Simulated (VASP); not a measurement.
Here is a VASP 6.6.1 calculation.

The input POSCAR:

```
TiAl
1.0
    3.1790640000      0.0000000000      0.0000000000
    0.0000000000      3.1790640000      0.0000000000
    0.0000000000      0.0000000000      3.1790640000
Ti Al
1 1
Direct
    0.0000000000      0.0000000000      0.0000000000
    0.5000000000      0.5000000000      0.5000000000
```

INCAR.step1

```
SYSTEM = TiAl
  ALGO = Normal
  EDIFF = 1E-5
  ENCUT = 440
  GGA = PE
  GGA_COMPAT = .False.
  ISIF = 2
  ISMEAR = -1
  LASPH = .True.
  LREAL = .False.
  LWAVE = .True.
  NBANDS = 14
  NELM = 120
  PREC = Accurate
  SIGMA = 0.15
```

INCAR.step2

```
SYSTEM = TiAl
  AEXX = 0.5
  ALGO = Normal
  EDIFF = 1E-6
  ENCUT = 440
  GGA_COMPAT = .False.
  ISIF = 2
  ISMEAR = -1
  ISTART = 1
  LASPH = .True.
  LCHARG = .True.
  LELF = .True.
  LHFCALC = .True.
  LMIXTAU = .True.
  LREAL = .False.
  LVHAR = .True.
  LWAVE = .False.
  METAGGA = R2SCAN
  NBANDS = 14
  NELM = 120
  PREC = Accurate
  PRECFOCK = Normal
  SIGMA = 0.15
```

File KPOINTS:

```
k-points
0
Gamma
  6 6 6
  0 0 0
```

Potentials or basis: VASP PAW PBE potentials, release 64 (Ti_sv, Al).

The run is started by

```sh
$ cat potpaw_PBE.64/Ti_sv/POTCAR potpaw_PBE.64/Al/POTCAR > POTCAR
$ cp INCAR.step1 INCAR
$ mpirun -np 1 vasp_std > vasp.out
$ cp INCAR.step2 INCAR
$ mpirun -np 1 vasp_std > vasp.out
```

Problem. What does it give for the pressure?

Solution. -5.4 GPa.

Problem. What does it give for the band gap on the k mesh?

Solution. Zero (an odd number of electrons rules out a gap without spin polarisation).

Caveat: the cell stands under tension; the PAW data sets were made with another functional, which shifts forces and pressure a little.
